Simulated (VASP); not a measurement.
# H2Pt (CdI2 type) (P-3m1) in VASP: a series of runs, part 2 of 2

VASP 6.6.1. Earlier steps stand in the parts before.

## Step 3: Relaxation of cell and atoms, PBE

This run uses another cell than the first one, of 11.12 Å³/atom, 0.986 times its volume.

The input, INCAR:

```
SYSTEM = H2Pt
ALGO     = Normal         ! electronic algorithm
EDIFF    = 1E-7           ! SCF threshold, eV
EDIFFG   = -0.005         ! ionic threshold
ENCUT    = 600            ! plane-wave cutoff, eV
GGA      = PE             ! functional
IBRION   = 2              ! ionic algorithm
ISIF     = 3              ! what is computed and relaxed
ISMEAR   = -1             ! smearing method
LASPH    = .True.         ! aspherical terms in the spheres
LCHARG   = .False.        ! write CHGCAR
LREAL    = .False.        ! projectors in reciprocal space
LWAVE    = .False.        ! write WAVECAR
NELM     = 100            ! most SCF steps
NSW      = 100            ! ionic steps
PREC     = Accurate       ! precision mode
SIGMA    = 0.05           ! smearing width, eV
```

The input, KPOINTS:

```
k-points
0
Gamma
  14 14 8
  0 0 0
```

The input, POSCAR:

```
H2Pt
1.0
    2.8878374627      0.0000000000      0.0000000000
   -1.4439187314      2.5009406047      0.0000000000
    0.0000000000      0.0000000000      4.6205399404
Pt H
1 2
Direct
    0.0000000000      0.0000000000      0.0000000000
    0.3333333333      0.6666666667      0.2500000000
    0.6666666667      0.3333333333      0.7500000000
```

Potentials or basis: VASP PAW PBE potentials, release 64 (Pt, H).

Launch:

```
$ cat potpaw_PBE.64/Pt/POTCAR potpaw_PBE.64/H/POTCAR > POTCAR
$ mpirun -np 1 vasp_std > vasp.out
```

OUTCAR:

```text
SYSTEM = H2Pt
   EDIFF = 1E-7
   EDIFFG = -0.005
   ENCUT = 600
   GGA = PE
   IBRION = 2
   ISIF = 3
   ISMEAR = -1
   LASPH = .True.
   LREAL = .False.
   NELM = 100
   NSW = 100
   PREC = Accurate

 ion  position               nearest neighbor table
   1  0.000  0.000  0.000-   2 2.03   3 2.03   3 2.03   2 2.03   3 2.03   2 2.03
   2  0.333  0.667  0.250-   1 2.03   1 2.03   1 2.03
   3  0.667  0.333  0.750-   1 2.03   1 2.03   1 2.03

  LATTYP: Found a hexagonal cell.
 ALAT       =     2.8878374627
 C/A-ratio  =     1.6000000000

  Lattice vectors:

 A1 = (   2.8878374627,   0.0000000000,   0.0000000000)
 A2 = (  -1.4439187314,   2.5009406047,   0.0000000000)
 A3 = (   0.0000000000,   0.0000000000,   4.6205399404)

Analysis of symmetry for initial positions (statically):
=====================================================================
 Subroutine PRICEL returns:
 Original cell was already a primitive cell.

 Routine SETGRP: Setting up the symmetry group for a
 hexagonal supercell.

 Subroutine GETGRP returns: Found 12 space group operations
 (whereof 12 operations were pure point group operations)
 out of a pool of 24 trial point group operations.

The static configuration has the point symmetry D_3d.

Analysis of symmetry for dynamics (positions and initial velocities):
=====================================================================
 Subroutine PRICEL returns:
 Original cell was already a primitive cell.

 Routine SETGRP: Setting up the symmetry group for a
 hexagonal supercell.

 Subroutine GETGRP returns: Found 12 space group operations
 (whereof 12 operations were pure point group operations)
 out of a pool of 24 trial point group operations.

The dynamic configuration has the point symmetry D_3d.

 Subroutine INISYM returns: Found 12 space group operations
 (whereof 12 operations are pure point group operations),
 and found     1 'primitive' translations

----------------------------------------------------------------------------------------

                                     Primitive cell

  volume of cell :      33.3710

  direct lattice vectors                    reciprocal lattice vectors
     2.887837463  0.000000000  0.000000000     0.346279877  0.199924780  0.000000000
    -1.443918731  2.500940605  0.000000000     0.000000000  0.399849560  0.000000000
     0.000000000  0.000000000  4.620539940     0.000000000  0.000000000  0.216424923

  length of vectors
     2.887837463  2.887837463  4.620539940     0.399849560  0.399849560  0.216424923

  position of ions in fractional coordinates (direct lattice)
     0.000000000  0.000000000  0.000000000
     0.333333333  0.666666667  0.250000000
     0.666666667  0.333333333  0.750000000

  ion indices of the primitive-cell ions
   primitive index   ion index
                 1           1
                 2           2
                 3           3

----------------------------------------------------------------------------------------

 KPOINTS: k-points

Automatic generation of k-mesh.
 Grid dimensions read from file:
 generate k-points for:   14   14    8

 Generating k-lattice:

  Cartesian coordinates                     Fractional coordinates (reciprocal lattice)
     0.024734277  0.014280341  0.000000000     0.071428571  0.000000000  0.000000000
     0.000000000  0.028560683  0.000000000     0.000000000  0.071428571  0.000000000
     0.000000000  0.000000000  0.027053115     0.000000000  0.000000000  0.125000000

  Length of vectors
     0.028560683  0.028560683  0.027053115

  Shift w.r.t. Gamma in fractional coordinates (k-lattice)
     0.000000000  0.000000000  0.000000000

 Subroutine IBZKPT returns following result:
 ===========================================

 Found    168 irreducible k-points:

 Following reciprocal coordinates:
            Coordinates               Weight
  0.000000  0.000000  0.000000      1.000000
  0.071429  0.000000  0.000000      6.000000
  0.142857  0.000000  0.000000      6.000000
  0.214286  0.000000  0.000000      6.000000
  0.285714  0.000000  0.000000      6.000000
  0.357143  0.000000  0.000000      6.000000
[... 16 lines left out ...]
  0.285714  0.285714  0.000000      6.000000
  0.357143  0.285714  0.000000      6.000000
 [... further k-points ...]
   k-points           NKPTS =    168   k-points in BZ     NKDIM =    168   number of bands    NBANDS=     10
   number of dos      NEDOS =    301   number of ions     NIONS =      3
   total plane-waves  NPLWV =  23040
   dimension x,y,z NGX =    24 NGY =   24 NGZ =   40
   dimension x,y,z NGXF=    48 NGYF=   48 NGZF=   80
   ions per type =               1   2
   NGX,Y,Z   is equivalent  to a cutoff of  13.82, 13.82, 14.39 a.u.
   NGXF,Y,Z  is equivalent  to a cutoff of  27.63, 27.63, 28.78 a.u.
 SYSTEM =  H2Pt
   PREC   = accura    normal or accurate (medium, high low for compatibility)
   ISTART =      0    job   : 0-new  1-cont  2-samecut
   ICHARG =      2    charge: 1-file 2-atom 10-const
   ISPIN  =      1    spin polarized calculation?
   LNONCOLLINEAR =      F non collinear calculations
   LSORBIT =      F    spin-orbit coupling
   LASPH  =      T    aspherical Exc in radial PAW
   ENCUT  =  600.0 eV  44.10 Ry    6.64 a.u.   5.77  5.77  9.23*2*pi/ulx,y,z
   NELM   =    100;   NELMIN=  2; NELMDL= -5     # of ELM steps
   EDIFF  = 0.1E-06   stopping-criterion for ELM
   LREAL  =      F    real-space projection
   EDIFFG = -.5E-02   stopping-criterion for IOM
   NSW    =    100    number of steps for IOM
   IBRION =      2    ionic relax: 0-MD 1-quasi-New 2-CG
   NFREE  =      1    steps in history (QN), initial steepest desc. (CG)
   ISIF   =      3    stress and relaxation
   ISYM   =      2    0-nonsym 1-usesym 2-fastsym
   POTIM  = 0.5000    time-step for ionic-motion
   TEBEG  =    0.0;   TEEND  =   0.0 temperature during run
   PSTRESS=    0.0 pullay stress
   NELECT =      12.0000    total number of electrons
   NUPDOWN=      -1.0000    fix difference up-down
   EMIN   =  10.00;   EMAX   =-10.00  energy-range for DOS
   EFERMI =   0.00;   METHOD = LEGACY
   ISMEAR =    -1;   SIGMA  =   0.05  broadening in eV -4-tet -1-fermi 0-gaus
   EFERMI_NEDOS =   21; number of points for ismear=-14 and -15
   IALGO  =     38    algorithm
   IMIX   =      4    mixing-type and parameters
     AMIX     =   0.40;   BMIX     =  1.00
     AMIX_MAG =   1.60;   BMIX_MAG =  1.00
  volume/ion in A,a.u.               =      11.12        75.07
  Fermi-wavevector in a.u.,A,eV,Ry     =   1.164159  2.199941 18.439515  1.355266
  Thomas-Fermi vector in A             =   2.300700
   LORBIT       =      0    0 simple, 1 ext, 2 COOP (PROOUT), +10 PAW based schemes
   GGA     = PE    functional components
   LHFCALC =     F    Hartree Fock is set to
   AEXX    =    0.0000 exact exchange contribution
   IVDW    =     0    specifies the selected vdW correction
   LEPSILON=     F    determine dielectric tensor
   LRPA    =     F    only Hartree local field effects (RPA)
 conjugate gradient relaxation of ions
 non-spin polarized calculation
  energy-cutoff  :      600.00
  volume of cell :       33.37
 maximum number of plane-waves:      1132
 NGX is ok and might be reduce to    24
   NGX = 11   NGY = 11   NGZ = 19

--------------------------------------- Ionic step        1  -------------------------------------------

 number of electron      12.0000001 magnetization

 Free energy of the ion-electron system (eV)
  ---------------------------------------------------
  ext. energy  EPLUGINS =         0.00000000
  ---------------------------------------------------
  free energy    TOTEN  =       -12.04662057 eV

  energy without entropy =      -12.03948705  energy(sigma->0) =      -12.04305381

------------------------ aborting loop because EDIFF is reached ----------------------------------------

  FORCE on cell =-STRESS in cart. coord.  units (eV):
  Direction    XX          YY          ZZ          XY          YZ          ZX
  --------------------------------------------------------------------------------------
  -------------------------------------------------------------------------------------
  Total       -2.7370648     -2.7370648     -3.1489238      0.0000000     -0.0000000      0.0000000
  in kB     -131.4095164   -131.4095164   -151.1833213      0.0000000     -0.0000000      0.0000000
  external PRESSURE =    -138.0007847 kB  Pullay stress =       0.0000000 kB
[... 725 lines left out ...]
 k-point    24 :       0.3571    0.2857    0.0000
  band No.  band energies     occupation
      1      -2.8530      2.00000
      2      -2.3423      2.00000
      3       0.6609      2.00000
      4       1.1675      2.00000
      5       2.1785      2.00000
      6       6.1050      0.00000
      7       6.5704      0.00000
      8       7.5993      0.00000
      9      14.1904      0.00000
     10      15.2550      0.00000

 [... further k-points ...]

[... ionic steps 4 to 20 ...]

--------------------------------------- Ionic step       21  -------------------------------------------

 number of electron      12.0000001 magnetization

------------------------ aborting loop because EDIFF is reached ----------------------------------------
[... 69 lines left out ...]
--------------------------------------- Ionic step       23  -------------------------------------------

 number of electron      12.0000001 magnetization

 Free energy of the ion-electron system (eV)
  ---------------------------------------------------
  ext. energy  EPLUGINS =         0.00000000
  ---------------------------------------------------
  free energy    TOTEN  =       -12.50910516 eV

  energy without entropy =      -12.50339369  energy(sigma->0) =      -12.50624943

 E-fermi :   3.8711     XC(G=0):  -9.5076

 val. band max:        3.8666171879   @ k =   0.2857   0.2143   0.5000
 cond. band min:       4.0445173555   @ k =   0.0000   0.2143   0.2500
 fundamental gap:      0.1779001675
 Fermi energy:         3.8710719376
[... 342 lines left out ...]
  FREE ENERGIE OF THE ION-ELECTRON SYSTEM (eV)
  ---------------------------------------------------
  free  energy   TOTEN  =       -12.5091051641 eV

  energy  without entropy=      -12.5033936944  energy(sigma->0) =      -12.50624943

 reached required accuracy - stopping structural energy minimisation
```

It took 4.3 min on 1 thread of Intel Xeon 6975P-C (Granite Rapids), shared host; peak memory 0.25 GiB.

Results:

```yaml
Free_energy: -12.5091 eV
Relaxed_volume: 11.19 Å³/atom
Relaxed_cell: a = 2.886 Å, b = 2.886 Å, c = 4.654 Å, α = 90.00°, β = 90.00°, γ = 120.00°
Space_group_after_relaxing_to_0.05_Å: P-3m1 (No. 164)
Energy_gained_by_relaxing: 154.2 meV/atom
Ionic_steps: 23
Pressure_after_relaxing: 0.0 GPa
Largest_force_after_relaxing: 0.004 eV/Å
Band_gap_on_the_k_mesh: zero (band 6 reaches 5.83 eV, above the bottom of band 7 at 2.12 eV)
```

Forces on the atoms (eV/Å):
```
Pt   0.000  0.000  0.000
H    0.000  0.000 -0.004
H    0.000  0.000  0.004
```

The path:
```csv
step,energy change (eV),largest force (eV/Å),pressure (GPa),volume (Å³)
1,0.0000,1.3924,-13.80,33.37
2,-0.2831,0.4983,5.94,28.95
3,-0.2865,0.5973,3.53,29.33
4,-0.3820,0.3860,2.07,29.38
5,-0.4439,0.1369,0.40,29.39
6,-0.4468,0.0829,0.04,29.38
7,-0.4469,0.0711,-0.04,29.38
8,-0.4479,0.0352,0.64,29.37
9,-0.4481,0.0054,1.20,29.36
10,-0.4486,0.0037,1.15,29.42
11,-0.4500,0.0014,0.98,29.60
12,-0.4521,0.0126,0.68,29.96
13,-0.4545,0.0390,0.12,30.68
14,-0.4519,0.0983,-0.76,32.14
15,-0.4546,0.0606,-0.09,31.08
16,-0.4565,0.0691,0.23,31.35
17,-0.4592,0.0977,1.24,32.16
18,-0.4606,0.0714,0.79,32.46
19,-0.4621,0.0001,-0.36,33.29
20,-0.4623,0.0042,-0.28,33.41
21,-0.4625,0.0103,-0.17,33.57
22,-0.4625,0.0126,-0.13,33.62
23,-0.4625,0.0042,0.01,33.57
```

Final structure:
```xyz
3
Lattice="2.8859 0.0000 0.0000 -1.4429 2.4992 0.0000 0.0000 0.0000 4.6540" Properties=species:S:1:pos:R:3 pbc="T T T"
Pt    0.0000    0.0000    0.0000
H     0.0000    1.6662    0.8425
H     1.4429    0.8331    3.8116
```

Levels at points of the mesh, in eV from the Fermi level:
| k point | band 3 | band 4 | band 5 | band 6 | band 7 | band 8 | band 9 | band 10 |
| --- | --- | --- | --- | --- | --- | --- | --- | --- |
| (0.00, 0.00, 0.00) | -4.03 | -4.00 | -3.79 | -1.74 | -1.74 | 6.18 | 9.21 | 12.95 |
| (0.50, 0.00, 0.00) | -5.05 | -2.43 | -2.41 | -0.79 | 2.56 | 5.58 | 7.73 | 8.80 |
| (0.00, 0.00, 0.50) | -4.03 | -4.03 | -3.30 | -1.75 | -1.75 | 5.71 | 12.05 | 12.64 |
| (0.50, 0.00, 0.50) | -4.88 | -2.43 | -2.10 | -0.79 | 2.95 | 3.73 | 6.29 | 11.56 |

Caveat: spin-orbit coupling is left out, which moves the levels of the heavy elements.
